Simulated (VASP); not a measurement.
Set up this calculation in VASP 6.6.1, as the native input.

```
Task                   : single point
Functional             : PBE
Potentials or basis    : VASP PAW PBE potentials, release 64 (Hf_pv, O)
Cutoff                 : 520 eV
k mesh                 : 6 × 6 × 4
Occupations            : gaussian, width 0.01 eV
Spin                   : no spin polarisation
Dipole correction      : no
Further INCAR settings : ALGO = Normal; EDIFF = 1e-07; NBANDS = 31
```

The structure of HfO2 lies in POSCAR:

```
HfO2
1.0
    3.5815830586      0.0000000000      0.0000000000
    0.0000000000      3.5815830586      0.0000000000
    0.0000000000      0.0000000000      5.2061129447
Hf O
2 4
Direct
    0.5000000000      0.5000000000      0.5000000000
    0.0000000000      0.0000000000      0.0000000000
    0.0000000000      0.5000000000      0.6972078800
    0.5000000000      0.0000000000      0.8027921200
    0.5000000000      0.0000000000      0.3027921200
    0.0000000000      0.5000000000      0.1972078800
```

The input as run:

INCAR

```
SYSTEM = HfO2
PREC = Accurate
ENCUT = 520
EDIFF = 1E-7
ISMEAR = 0
SIGMA = 0.01
LREAL = .False.
LASPH = .True.
NELM = 60
ALGO = Normal
ISIF = 2
LWAVE = .False.
LCHARG = .False.
GGA = PE
NBANDS = 31
```

KPOINTS

```
Automatic mesh
0
Gamma
  6 6 4
  0 0 0
```

Potentials or basis: VASP PAW PBE potentials, release 64 (Hf_pv, O).

Launch:

```bash
$ cat potpaw_PBE.64/Hf_pv/POTCAR potpaw_PBE.64/O/POTCAR > POTCAR
$ mpirun -np 1 vasp_std > vasp.out
```

It gave:

The pressure is 1.4 GPa and the largest force is 0.013 eV/Å. The band gap on the k mesh is 4.67 eV (least direct gap 4.75 eV).

Caveat: spin-orbit coupling is left out, which moves the levels of the heavy elements.

It took 100 s on 1 thread of Intel Xeon 8259CL, with other jobs on the host, peak memory 0.21 GiB.
